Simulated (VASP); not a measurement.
Crystal: TaSi (zincblende type).

```
Ta Si
1.0
     0.00000    2.96818    2.96818
     2.96818    0.00000    2.96818
     2.96818    2.96818    0.00000
Ta Si
1 1
Direct
  0.00000 0.00000 0.00000
  0.25000 0.25000 0.25000
```

| Property | Result |
| --- | --- |
| Program | VASP 6.6.1 |
| Task | relaxation of cell and atoms |
| Functional | PBE |
| Potentials or basis | VASP PAW PBE potentials, release 64 (Ta_pv, Si) |
| Cutoff | 600 eV |
| k mesh | 10 × 10 × 10 |
| Occupations | fermi-dirac, width 0.08 eV |
| Spin | no spin polarisation |

At the start: pressure -6.7 GPa; volume 26.15 Å³/atom.

**Question.** Where does the relaxation end?

**Answer.** Over 6 steps the energy falls by 47.6 meV/atom and the volume is 24.03 Å³/atom (-8.1 %); space group F-43m (No. 216, to 0.1 Å) before and after.

The path:
| step | energy change (eV) | largest force (eV/Å) | pressure (GPa) | volume (Å³) |
| --- | --- | --- | --- | --- |
| 1 | 0.0000 | 0.0000 | -6.68 | 52.30 |
| 2 | -0.0070 | 0.0000 | 8.40 | 44.47 |
| 3 | -0.0952 | 0.0000 | -0.07 | 48.10 |
| 4 | -0.0952 | 0.0000 | 0.06 | 48.02 |
| 5 | -0.0952 | 0.0000 | -0.04 | 48.08 |
| 6 | -0.0952 | 0.0000 | -0.01 | 48.05 |

Final structure:
```
Ta Si
1.0
     0.00000    2.88556    2.88556
     2.88556    0.00000    2.88556
     2.88556    2.88556    0.00000
Ta Si
1 1
Direct
  0.00000 0.00000 0.00000
  0.25000 0.25000 0.25000
```
